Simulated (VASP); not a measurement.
A run of VASP 6.6.1 is set up as follows.

INCAR

```
PREC = Accurate ; ENCUT = 520
EDIFF = 1E-6 ; ISMEAR = 0
SIGMA = 0.15 ; LREAL = False
LASPH = True ; NELM = 60
ALGO = Fast ; ISIF = 2
LWAVE = False ; LCHARG = True
GGA = PE ; LELF = True
LVHAR = True ; NBANDS = 11
```

File KPOINTS:

```
Automatic mesh
0
Gamma
  20 20 20
```

The input POSCAR:

```
Pd
1.0
    0.0364668750      1.9449000000      1.9449000000
    1.9449000000      0.0364668750      1.9449000000
    1.9813668750      1.9813668750      0.0000000000
Pd
1
Direct
    0.0000000000      0.0000000000      0.0000000000
```

Potentials or basis: VASP PAW PBE potentials, release 64 (Pd).

Run with:

```console
$ cat potpaw_PBE.64/Pd/POTCAR > POTCAR
$ mpirun -np 1 vasp_std > vasp.out
```

Problem. What does it give for the band gap on the k mesh?

Solution. Zero (bands 5 and 6 overlap by 1.65 eV).

Problem. What does it give for the pressure?

Solution. 7.7 GPa.

Stress tensor (GPa, compression positive):
```
 7.87 -3.10  0.00
-3.10  7.87  0.00
 0.00  0.00  7.25
```

Caveat: the cell differs from its parent crystal (strain +0.0375 x Voigt [0, 0, 0, 0, 0, 1]); the cell stands under pressure.
